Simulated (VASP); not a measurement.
Set up this calculation in VASP 6.6.1, as the native input.

```yaml
Task: single point
Functional: HSE06
Potentials_or_basis: VASP PAW PBE potentials, release 64 (Pb_d, S)
Cutoff: 520 eV
k_mesh: 4 × 4 × 4
Occupations: gaussian, width 0.01 eV
Spin: no spin polarisation
Dipole_correction: no
Grid_for_exact_exchange_PRECFOCK: Normal
Further_INCAR_settings: ALGO = Normal; EDIFF = 1e-06; NBANDS = 17
Screening_parameter: 0.2079 1/Å
```

The system is PbS.

```
CELL_PARAMETERS angstrom
2.10051 1.21273 3.43019
-2.10051 1.21273 3.43019
0.00000 -2.42546 3.43019
ATOMIC_POSITIONS crystal
Pb 0.97814 0.97814 0.97814
S 0.47746 0.47746 0.47746
```

These files were run (other wordings do the same):

POSCAR

```
PbS
1.0
    2.1005109999      1.2127305912      3.4301896765
   -2.1005109999      1.2127305912      3.4301896765
    0.0000000000     -2.4254611824      3.4301896765
Pb S
1 1
Direct
    0.9781436749      0.9781436749      0.9781436749
    0.4774576551      0.4774576551      0.4774576551
```

INCAR.step1

```
SYSTEM = PbS
PREC = Accurate ; ENCUT = 520
EDIFF = 1E-5 ; ISMEAR = 0
SIGMA = 0.01 ; LREAL = .False.
LASPH = .True. ; NELM = 80
ALGO = Normal ; ISIF = 2
LWAVE = .True. ; LCHARG = .False.
GGA = PE ; NBANDS = 17
```

INCAR.step2

```
SYSTEM = PbS
PREC = Accurate ; ENCUT = 520
EDIFF = 1E-6 ; ISMEAR = 0
SIGMA = 0.01 ; LREAL = .False.
LASPH = .True. ; NELM = 80
ALGO = Normal ; ISIF = 2
LWAVE = .False. ; LCHARG = .False.
GGA = PE ; LHFCALC = .True.
HFSCREEN = 0.2079 ; PRECFOCK = Normal
ISTART = 1 ; NBANDS = 17
```

KPOINTS

```
Automatic mesh
0
Gamma
  4 4 4
  0 0 0
```

Potentials or basis: VASP PAW PBE potentials, release 64 (Pb_d, S).

Run with:

```console
$ cat potpaw_PBE.64/Pb_d/POTCAR potpaw_PBE.64/S/POTCAR > POTCAR
$ cp INCAR.step1 INCAR
$ mpirun -np 1 vasp_std > vasp.out
$ cp INCAR.step2 INCAR
$ mpirun -np 1 vasp_std > vasp.out
```

It gave:

```yaml
Pressure: 0.8 GPa
Largest_force: 0.003 eV/Å
Band_gap_on_the_k_mesh: 0.82 eV, direct
```

Caveat: the k points lie up to 0.46 Å⁻¹ apart; the PAW data sets were made with another functional, which shifts forces and pressure a little; spin-orbit coupling is left out, which moves the levels of the heavy elements.

Wall time 9.6 min on 1 thread of Intel(R) Xeon(R) Platinum 8375C CPU @ 2.90GHz (Ice Lake), with other jobs on the host, peak memory 0.29 GiB.
